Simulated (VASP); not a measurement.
Au, 1 atom in the cell. It takes space group P6/mmm (No. 191, hexagonal). Conventional cell: a = 2.377 Å, b = 2.377 Å, c = 2.294 Å, α = 90.00°, β = 90.00°, γ = 120.00°. Within 3.0 Å of Au (site symmetry 6/mmm) lie 8 Au at 2.29 to 2.38 Å. This isn't the form of Au at room conditions, which is fcc.

- Program: VASP 6.6.1
- Task: single point
- Functional: PBE
- Potentials or basis: VASP PAW PBE potentials, release 64 (Au_sv_GW)
- Cutoff: 540 eV
- k mesh: 15 × 15 × 14
- Occupations: fermi-dirac, width 0.08 eV
- Spin: no spin polarisation
- Dipole correction: no
- Further INCAR settings: ALGO = Normal; EDIFF = 1e-06; NBANDS = 16

Potentials or basis: VASP PAW PBE potentials, release 64 (Au_sv_GW).

Run with:

```sh
$ cat potpaw_PBE.64/Au_sv_GW/POTCAR > POTCAR
$ mpirun -np 1 vasp_std > vasp.out
```

Hardware: 1 thread of Intel(R) Xeon(R) Platinum 8259CL CPU @ 2.50GHz (Skylake/Cascade Lake), with other jobs on the host.

**Question.** How long does it take, and how much memory?

**Answer.** It took 29 s on 1 thread of Intel(R) Xeon(R) Platinum 8259CL CPU @ 2.50GHz (Skylake/Cascade Lake), with other jobs on the host, peak memory 0.16 GiB. Counts: scf iterations 11, k points 216.
